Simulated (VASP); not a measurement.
# TaN (P-6m2) in VASP: a series of runs

TaN is run at these levels: PBEsol+U, LDA, PBEsol; tasks: density of states, elastic constants.

Everything below comes from runs of VASP 6.6.1. Logs are shortened: lines on timing, memory, paths and dates and some standing lists are left out, and cuts for length are marked.

## (1) The cell of the first run

Symmetry: P-6m2, No. 187, hexagonal system. The conventional cell has a = 2.938 Å, b = 2.938 Å, c = 2.883 Å, α = 90.00°, β = 90.00°, γ = 120.00°. Ta (site symmetry -6m2) has 6 N at 2.23 Å and 2 Ta at 2.88 Å within 2.9 Å. N (site symmetry -6m2) has 6 Ta at 2.23 Å and 2 N at 2.88 Å within 2.9 Å.

## (2) Density of states, PBEsol+U

File POSCAR:

```
TaN
1.0
    2.9380000000      0.0000000000      0.0000000000
   -1.4690000000      2.5443826363      0.0000000000
    0.0000000000      0.0000000000      2.8830000000
Ta N
1 1
Direct
    0.0000000000      0.0000000000      0.5000000000
    0.6666666667      0.3333333333      0.0000000000
```

File INCAR.step1:

```
PREC     = Accurate       # precision mode
ENCUT    = 520            # plane-wave cutoff, eV
EDIFF    = 1E-6           # SCF threshold, eV
ISMEAR   = -1             # smearing method
SIGMA    = 0.05           # smearing width, eV
LREAL    = F              # projectors in reciprocal space
LASPH    = T              # aspherical terms in the spheres
NELM     = 150            # most SCF steps
ALGO     = Normal         # electronic algorithm
ISIF     = 2              # what is computed and relaxed
LWAVE    = F              # write WAVECAR
LCHARG   = T              # write CHGCAR
LMAXMIX  = 4              # l up to which the mixer works
LDAU     = T              # DFT+U
LDAUTYPE = 2            
LDAUL    = 2 -1           # shell
LDAUU    = 2 0            # U, eV
LDAUJ    = 0 0          
LDAUPRINT= 1            
GGA      = PS             # functional
NBANDS   = 15             # bands
```

File KPOINTS.step1:

```
regular mesh
0
Gamma
  10 10 9
```

File INCAR.step2:

```
PREC     = Accurate       # precision mode
ENCUT    = 520            # plane-wave cutoff, eV
EDIFF    = 1E-6           # SCF threshold, eV
ISMEAR   = -5             # smearing method
SIGMA    = 0.05           # smearing width, eV
LREAL    = F              # projectors in reciprocal space
LASPH    = T              # aspherical terms in the spheres
NELM     = 150            # most SCF steps
ALGO     = Normal         # electronic algorithm
ISIF     = 2              # what is computed and relaxed
LWAVE    = F              # write WAVECAR
LCHARG   = F              # write CHGCAR
LMAXMIX  = 4              # l up to which the mixer works
LDAU     = T              # DFT+U
LDAUTYPE = 2            
LDAUL    = 2 -1           # shell
LDAUU    = 2 0            # U, eV
LDAUJ    = 0 0          
LDAUPRINT= 1            
GGA      = PS             # functional
LORBIT   = 11             # projections on sites
NBANDS   = 15             # bands
NEDOS    = 2001           # points of the DOS
ICHARG   = 11             # starting density
```

File KPOINTS.step2:

```
regular mesh
0
Gamma
  15 15 14
```

Potentials or basis: VASP PAW PBE potentials, release 64 (Ta_pv, N).

The run is started by

```bash
cat potpaw_PBE.64/Ta_pv/POTCAR potpaw_PBE.64/N/POTCAR > POTCAR
cp INCAR.step1 INCAR
cp KPOINTS.step1 KPOINTS
mpirun -np 1 vasp_std > vasp.out
cp INCAR.step2 INCAR
cp KPOINTS.step2 KPOINTS
mpirun -np 1 vasp_std > vasp.out
```

OUTCAR:

```text
PREC = Accurate
   ENCUT = 520
   EDIFF = 1E-6
   ISMEAR = -5
   LREAL = F
   LASPH = T
   NELM = 150
   ISIF = 2
   GGA = PS
   LORBIT = 11
   ICHARG = 11

 ion  position               nearest neighbor table
   1  0.000  0.000  0.500-   2 2.23   2 2.23   2 2.23   2 2.23   2 2.23   2 2.23
   2  0.667  0.333  0.000-   1 2.23   1 2.23   1 2.23   1 2.23   1 2.23   1 2.23

  LATTYP: Found a hexagonal cell.
 ALAT       =     2.9380000000
 C/A-ratio  =     0.9812797822

  Lattice vectors:

 A1 = (   2.9380000000,   0.0000000000,   0.0000000000)
 A2 = (  -1.4690000000,   2.5443826363,   0.0000000000)
 A3 = (   0.0000000000,   0.0000000000,   2.8830000000)

Analysis of symmetry for initial positions (statically):
=====================================================================
 Subroutine PRICEL returns:
 Original cell was already a primitive cell.

 Routine SETGRP: Setting up the symmetry group for a
 hexagonal supercell.

 Subroutine GETGRP returns: Found 12 space group operations
 (whereof 12 operations were pure point group operations)
 out of a pool of 24 trial point group operations.

The static configuration has the point symmetry D_3h.

Analysis of symmetry for dynamics (positions and initial velocities):
=====================================================================
 Subroutine PRICEL returns:
 Original cell was already a primitive cell.

 Routine SETGRP: Setting up the symmetry group for a
 hexagonal supercell.

 Subroutine GETGRP returns: Found 12 space group operations
 (whereof 12 operations were pure point group operations)
 out of a pool of 24 trial point group operations.

The dynamic configuration has the point symmetry D_3h.

 Subroutine INISYM returns: Found 12 space group operations
 (whereof 12 operations are pure point group operations),
 and found     1 'primitive' translations

----------------------------------------------------------------------------------------

                                     Primitive cell

  volume of cell :      21.5516

  direct lattice vectors                    reciprocal lattice vectors
     2.938000000  0.000000000  0.000000000     0.340367597  0.196511324  0.000000000
    -1.469000000  2.544382636  0.000000000     0.000000000  0.393022648  0.000000000
     0.000000000  0.000000000  2.883000000     0.000000000  0.000000000  0.346860909

  length of vectors
     2.938000000  2.938000000  2.883000000     0.393022648  0.393022648  0.346860909

  position of ions in fractional coordinates (direct lattice)
     0.000000000  0.000000000  0.500000000
     0.666666667  0.333333333  0.000000000

  ion indices of the primitive-cell ions
   primitive index   ion index
                 1           1
                 2           2

----------------------------------------------------------------------------------------

 KPOINTS: regular mesh

Automatic generation of k-mesh.
 Grid dimensions read from file:
 generate k-points for:   15   15   14

 Generating k-lattice:

  Cartesian coordinates                     Fractional coordinates (reciprocal lattice)
     0.022691173  0.013100755  0.000000000     0.066666667  0.000000000  0.000000000
     0.000000000  0.026201510  0.000000000     0.000000000  0.066666667  0.000000000
     0.000000000  0.000000000  0.024775779     0.000000000  0.000000000  0.071428571

  Length of vectors
     0.026201510  0.026201510  0.024775779

  Shift w.r.t. Gamma in fractional coordinates (k-lattice)
     0.000000000  0.000000000  0.000000000

 TETIRR: Found   3206 inequivalent tetrahedra from    18900

 Subroutine IBZKPT returns following result:
 ===========================================

[... 55 lines left out ...]
   POTIM  = 0.5000    time-step for ionic-motion
   TEBEG  =    0.0;   TEEND  =   0.0 temperature during run
   PSTRESS=    0.0 pullay stress
   NELECT =      16.0000    total number of electrons
   NUPDOWN=      -1.0000    fix difference up-down
   EMIN   =  10.00;   EMAX   =-10.00  energy-range for DOS
   EFERMI =   0.00;   METHOD = LEGACY
   ISMEAR =    -5;   SIGMA  =   0.05  broadening in eV -4-tet -1-fermi 0-gaus
   EFERMI_NEDOS =   21; number of points for ismear=-14 and -15
   IALGO  =     38    algorithm
   IMIX   =      4    mixing-type and parameters
     AMIX     =   0.40;   BMIX     =  1.00
     AMIX_MAG =   1.60;   BMIX_MAG =  1.00
  volume/ion in A,a.u.               =      10.78        72.72
  Fermi-wavevector in a.u.,A,eV,Ry     =   1.482365  2.801264 29.897531  2.197407
  Thomas-Fermi vector in A             =   2.596160
   LORBIT       =     11    0 simple, 1 ext, 2 COOP (PROOUT), +10 PAW based schemes
 LDA+U is selected, type is set to LDAUTYPE =  2
   angular momentum for each species LDAUL =     2   -1
   U (eV)           for each species LDAUU =   2.0  0.0
   J (eV)           for each species LDAUJ =   0.0  0.0
   GGA     = PS    functional components
   LHFCALC =     F    Hartree Fock is set to
   AEXX    =    0.0000 exact exchange contribution
   IVDW    =     0    specifies the selected vdW correction
   LEPSILON=     F    determine dielectric tensor
   LRPA    =     F    only Hartree local field effects (RPA)
 non-spin polarized calculation
 Fermi weights with tetrahedron method with Bloechl corrections
  energy-cutoff  :      520.00
  volume of cell :       21.55
 maximum number of plane-waves:       605
 NGX is ok and might be reduce to    24

atom =   1  type =  1  l = 2

 onsite density matrix

spin component  1

  0.2636  0.0000  0.0000 -0.0000  0.0000
  0.0000  0.1873 -0.0000 -0.0000 -0.0000
  0.0000 -0.0000  0.3077  0.0000 -0.0000
 -0.0000 -0.0000  0.0000  0.1873 -0.0000
  0.0000 -0.0000 -0.0000 -0.0000  0.2636

spin component  2

  0.2636  0.0000  0.0000 -0.0000  0.0000
  0.0000  0.1873 -0.0000 -0.0000 -0.0000
  0.0000 -0.0000  0.3077  0.0000 -0.0000
 -0.0000 -0.0000  0.0000  0.1873 -0.0000
  0.0000 -0.0000 -0.0000 -0.0000  0.2636

 occupancies and eigenvectors

  o =  0.1873  v =  0.0000 -1.0000 -0.0000 -0.0000 -0.0000  0.0000  0.0000  0.0000  0.0000  0.0000      0.0000  0.0000  0.0000  0.0000  0.0000  0.0000  0.0000  0.0000  0.0000  0.0000
  o =  0.1873  v =  0.0000  0.0000  0.0000  0.0000  0.0000  0.0000 -1.0000 -0.0000 -0.0000 -0.0000      0.0000  0.0000  0.0000  0.0000  0.0000  0.0000  0.0000  0.0000  0.0000  0.0000
  o =  0.1873  v = -0.0000  0.0000  0.0000 -1.0000 -0.0000  0.0000  0.0000  0.0000  0.0000  0.0000      0.0000  0.0000  0.0000  0.0000  0.0000  0.0000  0.0000  0.0000  0.0000  0.0000
  o =  0.1873  v =  0.0000  0.0000  0.0000  0.0000  0.0000 -0.0000  0.0000  0.0000 -1.0000 -0.0000      0.0000  0.0000  0.0000  0.0000  0.0000  0.0000  0.0000  0.0000  0.0000  0.0000
  o =  0.2636  v =  0.0000  0.0000  0.0000  0.0000  0.0000 -0.9995 -0.0000  0.0000  0.0000  0.0306      0.0000  0.0000  0.0000  0.0000  0.0000  0.0000  0.0000  0.0000  0.0000  0.0000
  o =  0.2636  v = -0.9995 -0.0000  0.0000  0.0000  0.0306  0.0000  0.0000  0.0000  0.0000  0.0000      0.0000  0.0000  0.0000  0.0000  0.0000  0.0000  0.0000  0.0000  0.0000  0.0000
  o =  0.2636  v =  0.0000  0.0000  0.0000  0.0000  0.0000  0.0306 -0.0000  0.0000 -0.0000  0.9995      0.0000  0.0000  0.0000  0.0000  0.0000  0.0000  0.0000  0.0000  0.0000  0.0000
  o =  0.2636  v =  0.0306 -0.0000  0.0000 -0.0000  0.9995  0.0000  0.0000  0.0000  0.0000  0.0000      0.0000  0.0000  0.0000  0.0000  0.0000  0.0000  0.0000  0.0000  0.0000  0.0000
  o =  0.3077  v = -0.0000 -0.0000 -1.0000 -0.0000  0.0000  0.0000  0.0000  0.0000  0.0000  0.0000      0.0000  0.0000  0.0000  0.0000  0.0000  0.0000  0.0000  0.0000  0.0000  0.0000
  o =  0.3077  v =  0.0000  0.0000  0.0000  0.0000  0.0000 -0.0000 -0.0000 -1.0000 -0.0000  0.0000      0.0000  0.0000  0.0000  0.0000  0.0000  0.0000  0.0000  0.0000  0.0000  0.0000

 number of electron      16.0000001 magnetization

 Free energy of the ion-electron system (eV)
  ---------------------------------------------------
  ext. energy  EPLUGINS =         0.00000000
  ---------------------------------------------------
  free energy    TOTEN  =       -21.97162770 eV

  energy without entropy =      -21.97162770  energy(sigma->0) =      -21.97162770

 E-fermi :   8.3687     XC(G=0): -13.5107

 val. band max:        8.5239674358   @ k =   0.0000   0.0000   0.2857
 cond. band min:       8.3348698255   @ k =   0.0000   0.0000   0.4286
 fundamental gap:     -0.1890976103
 Fermi energy:         8.3686950926

 k-point     1 :       0.0000    0.0000    0.0000
  band No.  band energies     occupation
      1     -26.8556      2.00000
      2     -26.5929      2.00000
      3     -26.5929      2.00000
      4      -9.5456      2.00000
      5       3.7409      2.00000
      6       3.7409      2.00000
      7       4.0682      2.00000
      8       5.3015      2.00000
      9      10.3622      0.00000
     10      11.9277      0.00000
     11      11.9277      0.00000
     12      12.5469      0.00000
     13      12.5469      0.00000
     14      21.0536      0.00000
[... 401 lines left out ...]
      2     -27.0544      2.00000
      3     -26.7021      2.00000
      4      -6.9431      2.00000
      5       0.2976      2.00000
      6       3.1237      2.00000
      7       3.1794      2.00000
      8       7.0951      2.00000
      9      10.0050      0.00000
     10      10.8409      0.00000
     11      11.7445      0.00000
     12      15.4468      0.00000
     13      19.2335      0.00000
     14      20.1853      0.00000
     15      21.2587      0.00000

 [... further k-points ...]

------------------------ aborting loop because EDIFF is reached ----------------------------------------

  FORCE on cell =-STRESS in cart. coord.  units (eV):
  Direction    XX          YY          ZZ          XY          YZ          ZX
  --------------------------------------------------------------------------------------
  -------------------------------------------------------------------------------------
  Total        0.2761606      0.2761606      0.3594743     -0.0000000      0.0000000      0.0000000
  in kB       20.5302104     20.5302104     26.7238866     -0.0000000      0.0000000      0.0000000
  external PRESSURE =      22.5947691 kB  Pullay stress =       0.0000000 kB

 VOLUME and BASIS-vectors are now :
 -----------------------------------------------------------------------------
  energy-cutoff  :      520.00
  volume of cell :       21.55
      direct lattice vectors                 reciprocal lattice vectors
     2.938000000  0.000000000  0.000000000     0.340367597  0.196511324  0.000000000
    -1.469000000  2.544382636  0.000000000     0.000000000  0.393022648  0.000000000
     0.000000000  0.000000000  2.883000000     0.000000000  0.000000000  0.346860909

 POSITION                                       TOTAL-FORCE (eV/Angst)
 -----------------------------------------------------------------------------------
      0.00000      0.00000      1.44150        -0.000000      0.000000      0.000000
      1.46900      0.84813      0.00000         0.000000     -0.000000      0.000000
 -----------------------------------------------------------------------------------
    total drift:                               -0.000265      0.000153      0.000000

  FREE ENERGIE OF THE ION-ELECTRON SYSTEM (eV)
  ---------------------------------------------------
  free  energy   TOTEN  =       -21.9716277011 eV

  energy  without entropy=      -21.9716277011  energy(sigma->0) =      -21.97162770

 total charge

# of ion       s       p       d       tot
------------------------------------------
    1        0.311   6.275   2.368   8.954
    2        1.221   2.506   0.000   3.727
--------------------------------------------------
tot          1.532   8.781   2.368  12.681
```

It took 33 s on 1 thread of Intel Xeon 6975P-C (Granite Rapids), shared host; peak memory 0.19 GiB.

Results:

```yaml
Valence_electrons_inside_the_program's_atomic_spheres: Ta 8.95; N 3.73
```

Levels at points of the mesh, in eV from the Fermi level:
```tsv
k point	band 6	band 7	band 8	band 9	band 10	band 11
(0.00, 0.00, 0.00)	-4.63	-4.30	-3.07	1.99	3.56	3.56
(0.00, 0.00, 0.50)	-3.78	-3.78	-0.08	-0.08	2.35	3.36
```

Eigenvalues of the final occupation matrices:
| site | spin | trace | eigenvalues |
| --- | --- | --- | --- |
| site 1 d | 1 | 1.21 | 0.19 0.19 0.26 0.26 0.31 |
| site 1 d | 2 | 1.21 | 0.19 0.19 0.26 0.26 0.31 |

Caveat: the PAW data sets were made with another functional, which shifts forces and pressure a little; spin-orbit coupling is left out, which moves the levels of the heavy elements; U without spin polarisation on a metal has little footing; tetrahedron occupations give inexact forces and stress in metals.

(Continued in part 2 of 2.)
